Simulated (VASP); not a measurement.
# WC (Pm) in VASP: single point with r2SCAN

Aim: the single point of WC with r2SCAN.

All numbers are computed with VASP 6.6.1; they aren't measurements. Logs are shortened: lines on timing, memory, paths and dates and some standing lists are left out, and cuts for length are marked.

### 1 The cell of the first run

Symmetry: Pm, No. 6, monoclinic system. Conventional cell: a = 2.901 Å, b = 2.829 Å, c = 2.901 Å, α = 90.00°, β = 120.00°, γ = 90.00°. Within 3.0 Å of W (site symmetry m) lie 6 C at 2.15 to 2.25 Å and 8 W at 2.83 to 2.90 Å. Within 3.0 Å of C (site symmetry m) lie 6 W at 2.15 to 2.25 Å and 8 C at 2.83 to 2.90 Å.

### 2 Single point, r2SCAN (all W atoms moved -0.075 Å, as atom 1 along Cartesian [1 1 0])

POSCAR reads:

```
WC
1.0
    2.9005014360      0.0000000000      0.0000000000
   -1.4502507180      2.5119079273      0.0000000000
    0.0000000000      0.0000000000      2.8290000000
W C
1 1
Direct
   -0.0288404030     -0.0211126403      0.0000000000
    0.6666666667      0.3333333333      0.5000000000
```

INCAR.step1 reads:

```
SYSTEM = WC
PREC     = Accurate       ! precision mode
ENCUT    = 520            ! plane-wave cutoff, eV
ISMEAR   = 0              ! smearing method
SIGMA    = 0.15           ! smearing width, eV
LREAL    = .FALSE.        ! projectors in reciprocal space
LASPH    = .TRUE.         ! aspherical terms in the spheres
NELM     = 100            ! most SCF steps
NBANDS   = 16             ! bands
GGA      = PE             ! functional
ALGO     = Normal         ! electronic algorithm
EDIFF    = 1E-4           ! SCF threshold, eV
LWAVE    = .TRUE.         ! write WAVECAR
LCHARG   = .FALSE.        ! write CHGCAR
```

INCAR.step2 reads:

```
SYSTEM = WC
PREC     = Accurate       ! precision mode
ENCUT    = 520            ! plane-wave cutoff, eV
EDIFF    = 1E-7           ! SCF threshold, eV
ISMEAR   = 0              ! smearing method
SIGMA    = 0.15           ! smearing width, eV
LREAL    = .FALSE.        ! projectors in reciprocal space
LASPH    = .TRUE.         ! aspherical terms in the spheres
NELM     = 100            ! most SCF steps
ALGO     = Normal         ! electronic algorithm
ISIF     = 2              ! what is computed and relaxed
LWAVE    = .FALSE.        ! write WAVECAR
LCHARG   = .TRUE.         ! write CHGCAR
METAGGA  = R2SCAN         ! meta-GGA
LMIXTAU  = .TRUE.       
LELF     = .TRUE.         ! ELF
LVHAR    = .TRUE.       
NBANDS   = 16             ! bands
ISTART   = 1
```

KPOINTS reads:

```
Automatic mesh
0
G
  18 18 16
  0 0 0
```

Potentials or basis: VASP PAW PBE potentials, release 64 (W_sv, C).

The run is started by

```sh
cat potpaw_PBE.64/W_sv/POTCAR potpaw_PBE.64/C/POTCAR > POTCAR
cp INCAR.step1 INCAR
mpirun -np 1 vasp_std > vasp.out
cp INCAR.step2 INCAR
mpirun -np 1 vasp_std > vasp.out
```

OUTCAR:

```text
SYSTEM = WC
   PREC = Accurate
   ENCUT = 520
   EDIFF = 1E-7
   ISMEAR = 0
   LREAL = .FALSE.
   LASPH = .TRUE.
   NELM = 100
   ISIF = 2
   METAGGA = R2SCAN
   ISTART = 1

 ion  position               nearest neighbor table
   1  0.971  0.979  0.000-   2 2.15   2 2.15   2 2.18   2 2.18   2 2.25   2 2.25
   2  0.667  0.333  0.500-   1 2.15   1 2.15   1 2.18   1 2.18   1 2.25   1 2.25

  LATTYP: Found a hexagonal cell.
 ALAT       =     2.9005014360
 C/A-ratio  =     0.9753485949

  Lattice vectors:

 A1 = (   2.9005014360,   0.0000000000,   0.0000000000)
 A2 = (  -1.4502507180,   2.5119079273,   0.0000000000)
 A3 = (   0.0000000000,   0.0000000000,   2.8290000000)

Analysis of symmetry for initial positions (statically):
=====================================================================
 Subroutine PRICEL returns:
 Original cell was already a primitive cell.

 Routine SETGRP: Setting up the symmetry group for a
 hexagonal supercell.

 Subroutine GETGRP returns: Found  2 space group operations
 (whereof  2 operations were pure point group operations)
 out of a pool of 24 trial point group operations.

The static configuration has the point symmetry C_1h.

Analysis of symmetry for dynamics (positions and initial velocities):
=====================================================================
 Subroutine PRICEL returns:
 Original cell was already a primitive cell.

 Routine SETGRP: Setting up the symmetry group for a
 hexagonal supercell.

 Subroutine GETGRP returns: Found  2 space group operations
 (whereof  2 operations were pure point group operations)
 out of a pool of 24 trial point group operations.

The dynamic configuration has the point symmetry C_1h.

 Subroutine INISYM returns: Found  2 space group operations
 (whereof  2 operations are pure point group operations),
 and found     1 'primitive' translations

----------------------------------------------------------------------------------------

                                     Primitive cell

  volume of cell :      20.6115

  direct lattice vectors                    reciprocal lattice vectors
     2.900501436  0.000000000  0.000000000     0.344767973  0.199051882  0.000000000
    -1.450250718  2.511907927  0.000000000     0.000000000  0.398103764  0.000000000
     0.000000000  0.000000000  2.829000000     0.000000000  0.000000000  0.353481796

  length of vectors
     2.900501436  2.900501436  2.829000000     0.398103764  0.398103764  0.353481796

  position of ions in fractional coordinates (direct lattice)
     0.971159597  0.978887360  0.000000000
     0.666666667  0.333333333  0.500000000

  ion indices of the primitive-cell ions
   primitive index   ion index
                 1           1
                 2           2

----------------------------------------------------------------------------------------

 KPOINTS: Automatic mesh

Automatic generation of k-mesh.
 Grid dimensions read from file:
 generate k-points for:   18   18   16

 Generating k-lattice:

  Cartesian coordinates                     Fractional coordinates (reciprocal lattice)
     0.019153776  0.011058438  0.000000000     0.055555556  0.000000000  0.000000000
     0.000000000  0.022116876  0.000000000     0.000000000  0.055555556  0.000000000
     0.000000000  0.000000000  0.022092612     0.000000000  0.000000000  0.062500000

  Length of vectors
     0.022116876  0.022116876  0.022092612

  Shift w.r.t. Gamma in fractional coordinates (k-lattice)
     0.000000000  0.000000000  0.000000000

 Subroutine IBZKPT returns following result:
 ===========================================

 Found   1476 irreducible k-points:

 Following reciprocal coordinates:
            Coordinates               Weight
  0.000000  0.000000  0.000000      1.000000
  0.055556  0.000000  0.000000      2.000000
  0.000000  0.055556  0.000000      2.000000
 -0.055556  0.055556  0.000000      2.000000
  0.111111  0.000000  0.000000      2.000000
  0.000000  0.111111  0.000000      2.000000
[... 16 lines left out ...]
  0.444444 -0.000000  0.000000      2.000000
  0.000000  0.444444  0.000000      2.000000
 [... further k-points ...]
   k-points           NKPTS =   1476   k-points in BZ     NKDIM =   1476   number of bands    NBANDS=     16
   number of dos      NEDOS =    301   number of ions     NIONS =      2
   total plane-waves  NPLWV =  13824
   dimension x,y,z NGX =    24 NGY =   24 NGZ =   24
   dimension x,y,z NGXF=    48 NGYF=   48 NGZF=   48
   ions per type =               1   1
   NGX,Y,Z   is equivalent  to a cutoff of  13.76, 13.76, 14.10 a.u.
   NGXF,Y,Z  is equivalent  to a cutoff of  27.51, 27.51, 28.21 a.u.
 SYSTEM =  WC
   PREC   = accura    normal or accurate (medium, high low for compatibility)
   ISTART =      1    job   : 0-new  1-cont  2-samecut
   ICHARG =      0    charge: 1-file 2-atom 10-const
   ISPIN  =      1    spin polarized calculation?
   LNONCOLLINEAR =      F non collinear calculations
   LSORBIT =      F    spin-orbit coupling
   LASPH  =      T    aspherical Exc in radial PAW
   ENCUT  =  520.0 eV  38.22 Ry    6.18 a.u.   5.39  5.39  5.26*2*pi/ulx,y,z
   NELM   =    100;   NELMIN=  2; NELMDL=  0     # of ELM steps
   EDIFF  = 0.1E-06   stopping-criterion for ELM
   LREAL  =      F    real-space projection
   EDIFFG = 0.1E-05   stopping-criterion for IOM
   NSW    =      0    number of steps for IOM
   IBRION =     -1    ionic relax: 0-MD 1-quasi-New 2-CG
   NFREE  =      0    steps in history (QN), initial steepest desc. (CG)
   ISIF   =      2    stress and relaxation
   ISYM   =      2    0-nonsym 1-usesym 2-fastsym
   POTIM  = 0.5000    time-step for ionic-motion
   TEBEG  =    0.0;   TEEND  =   0.0 temperature during run
   PSTRESS=    0.0 pullay stress
   NELECT =      18.0000    total number of electrons
   NUPDOWN=      -1.0000    fix difference up-down
   EMIN   =  10.00;   EMAX   =-10.00  energy-range for DOS
   EFERMI =   0.00;   METHOD = LEGACY
   ISMEAR =     0;   SIGMA  =   0.15  broadening in eV -4-tet -1-fermi 0-gaus
   EFERMI_NEDOS =   21; number of points for ismear=-14 and -15
   IALGO  =     38    algorithm
   IMIX   =      4    mixing-type and parameters
     AMIX     =   0.40;   BMIX     =  1.00
     AMIX_MAG =   1.60;   BMIX_MAG =  1.00
  volume/ion in A,a.u.               =      10.31        69.55
  Fermi-wavevector in a.u.,A,eV,Ry     =   1.564813  2.957068 33.315762  2.448639
  Thomas-Fermi vector in A             =   2.667381
   LORBIT       =      0    0 simple, 1 ext, 2 COOP (PROOUT), +10 PAW based schemes
   METAGGA = R2SCAN    functional components
   LHFCALC =     F    Hartree Fock is set to
   AEXX    =    0.0000 exact exchange contribution
   IVDW    =     0    specifies the selected vdW correction
   LEPSILON=     F    determine dielectric tensor
   LRPA    =     F    only Hartree local field effects (RPA)
 non-spin polarized calculation
 Gauss-broadening in eV      SIGMA  =   0.15
  energy-cutoff  :      520.00
  volume of cell :       20.61
 maximum number of plane-waves:       580
 NGX is ok and might be reduce to    24
   NGX = 11   NGY = 11   NGZ = 11

 number of electron      18.0000001 magnetization

 Free energy of the ion-electron system (eV)
  ---------------------------------------------------
  ext. energy  EPLUGINS =         0.00000000
  ---------------------------------------------------
  free energy    TOTEN  =       -61.56305014 eV

  energy without entropy =      -61.56047827  energy(sigma->0) =      -61.56176421

 E-fermi :  11.0793     XC(G=0): -15.0120

 val. band max:       11.0707193952   @ k =  -0.2222  -0.4444   0.0000
 cond. band min:      11.0816302442   @ k =   0.3333   0.2222   0.0000
 fundamental gap:      0.0109108490
 Fermi energy:        11.0792618833

 k-point     1 :       0.0000    0.0000    0.0000
  band No.  band energies     occupation
      1     -64.8651      2.00000
      2     -28.1743      2.00000
      3     -28.0656      2.00000
      4     -28.0627      2.00000
      5      -4.2358      2.00000
      6       6.4911      2.00000
[... 8 lines left out ...]
     15      26.3767      0.00000
     16      28.2437      0.00000

 k-point     2 :       0.0556    0.0000    0.0000
  band No.  band energies     occupation
      1     -64.8631      2.00000
      2     -28.1707      2.00000
      3     -28.0933      2.00000
      4     -28.0693      2.00000
      5      -4.1536      2.00000
      6       6.5340      2.00000
[... 8 lines left out ...]
     15      26.0397      0.00000
     16      28.7607      0.00000

 k-point     3 :       0.0000    0.0556    0.0000
  band No.  band energies     occupation
      1     -64.8631      2.00000
      2     -28.1706      2.00000
      3     -28.0913      2.00000
      4     -28.0718      2.00000
      5      -4.1493      2.00000
      6       6.5181      2.00000
[... 8 lines left out ...]
     15      26.2485      0.00000
     16      28.4405      0.00000

 k-point     4 :      -0.0556    0.0556    0.0000
  band No.  band energies     occupation
      1     -64.8631      2.00000
      2     -28.1706      2.00000
      3     -28.0927      2.00000
      4     -28.0703      2.00000
      5      -4.1503      2.00000
      6       6.5244      2.00000
[... 8 lines left out ...]
     15      26.1960      0.00000
     16      28.4708      0.00000
[... 324 lines left out ...]
 k-point    22 :      -0.3889    0.3889    0.0000
  band No.  band energies     occupation
      1     -64.8055      2.00000
      2     -28.8514      2.00000
      3     -28.2466      2.00000
      4     -28.0662      2.00000
      5      -1.2773      2.00000
      6       4.0137      2.00000
[... 8 lines left out ...]
     15      26.1488      0.00000
     16      29.1633      0.00000

 k-point    23 :       0.4444   -0.0000    0.0000
  band No.  band energies     occupation
      1     -64.7999      2.00000
      2     -28.9158      2.00000
      3     -28.2618      2.00000
      4     -28.0591      2.00000
      5      -1.1356      2.00000
      6       4.0043      2.00000
[... 8 lines left out ...]
     15      25.1849      0.00000
     16      29.8329      0.00000

 k-point    24 :       0.0000    0.4444    0.0000
  band No.  band energies     occupation
      1     -64.7995      2.00000
      2     -28.9261      2.00000
      3     -28.2661      2.00000
      4     -28.0542      2.00000
      5      -0.7947      2.00000
      6       3.6261      2.00000
[... 8 lines left out ...]
     15      25.1728      0.00000
     16      30.1357      0.00000

 [... further k-points ...]

------------------------ aborting loop because EDIFF is reached ----------------------------------------

  FORCE on cell =-STRESS in cart. coord.  units (eV):
  Direction    XX          YY          ZZ          XY          YZ          ZX
  --------------------------------------------------------------------------------------
  -------------------------------------------------------------------------------------
  Total        0.6168830      1.1811529      0.9675248     -0.2832338      0.0000000      0.0000000
  in kB       47.9516584     91.8135860     75.2078074    -22.0163826      0.0000000      0.0000000
  external PRESSURE =      71.6576839 kB  Pullay stress =       0.0000000 kB

 VOLUME and BASIS-vectors are now :
 -----------------------------------------------------------------------------
  energy-cutoff  :      520.00
  volume of cell :       20.61
      direct lattice vectors                 reciprocal lattice vectors
     2.900501436  0.000000000  0.000000000     0.344767973  0.199051882  0.000000000
    -1.450250718  2.511907927  0.000000000     0.000000000  0.398103764  0.000000000
     0.000000000  0.000000000  2.829000000     0.000000000  0.000000000  0.353481796

 POSITION                                       TOTAL-FORCE (eV/Angst)
 -----------------------------------------------------------------------------------
      1.39722      2.45887      0.00000         0.809071      0.871617      0.000000
      1.45025      0.83730      1.41450        -0.809071     -0.871617      0.000000
 -----------------------------------------------------------------------------------
    total drift:                               -0.000042      0.000010      0.000000

  FREE ENERGIE OF THE ION-ELECTRON SYSTEM (eV)
  ---------------------------------------------------
  free  energy   TOTEN  =       -61.5630501442 eV

  energy  without entropy=      -61.5604782741  energy(sigma->0) =      -61.56176421
```

Wall time 8.4 min (1 thread of Intel Xeon 6975P-C (Granite Rapids), shared host); peak memory 0.56 GiB.

What came out:

| Item | Value |
| --- | --- |
| Free energy | -61.5631 eV |
| Pressure | 7.2 GPa |
| Largest force | 1.189 eV/Å |
| Band gap on the k mesh | zero (bands 9 and 10 overlap by 1.31 eV) |

Forces on the atoms (eV/Å):
```
W    0.809  0.872  0.000
C   -0.809 -0.872  0.000
```

Caveat: the cell differs from its parent crystal (all W atoms moved -0.075 Å, as atom 1 along Cartesian [1 1 0]); the cell stands under pressure; the PAW data sets were made with another functional, which shifts forces and pressure a little; spin-orbit coupling is left out, which moves the levels of the heavy elements.
